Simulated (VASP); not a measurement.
Runs of VASP 6.6.1 on Cs. The structure is that of space group P6_3/mmc (No. 194), or close to it. The cells are those of the table. This isn't the form of Cs at room conditions, which is bcc.

```csv
cell,k mesh,gap on the mesh (eV),pressure (GPa)
"a = 5.551, b = 5.551, c = 18.207 Å, angles 90.0, 90.0, 120.0°, 4 atoms",8 × 8 × 2,none,-0.1
"a = 5.690, b = 5.690, c = 18.662 Å, angles 90.0, 90.0, 120.0°, 4 atoms",8 × 8 × 2,none,-0.2
"a = 5.622, b = 5.622, c = 18.437 Å, angles 90.0, 90.0, 120.0°, 4 atoms",8 × 8 × 2,none,-0.1
"a = 5.479, b = 5.479, c = 17.970 Å, angles 90.0, 90.0, 120.0°, 4 atoms",9 × 9 × 3,none,(a)
```

Alike in all rows: task single point; level PBE; potentials or basis VASP PAW PBE potentials, release 64 (Cs_sv); no spin polarisation; cutoff (eV) 520; smearing fermi-dirac 0.1 eV.

Q: Fill in the values left out.

A: (a) 0.0.

Caveats: spin-orbit coupling is left out, which moves the levels of the heavy elements.

A k mesh can miss the band edges, and the runs leave out spin-orbit coupling on Cs.

A gap of «none» marks levels without a gap at the run's occupations.
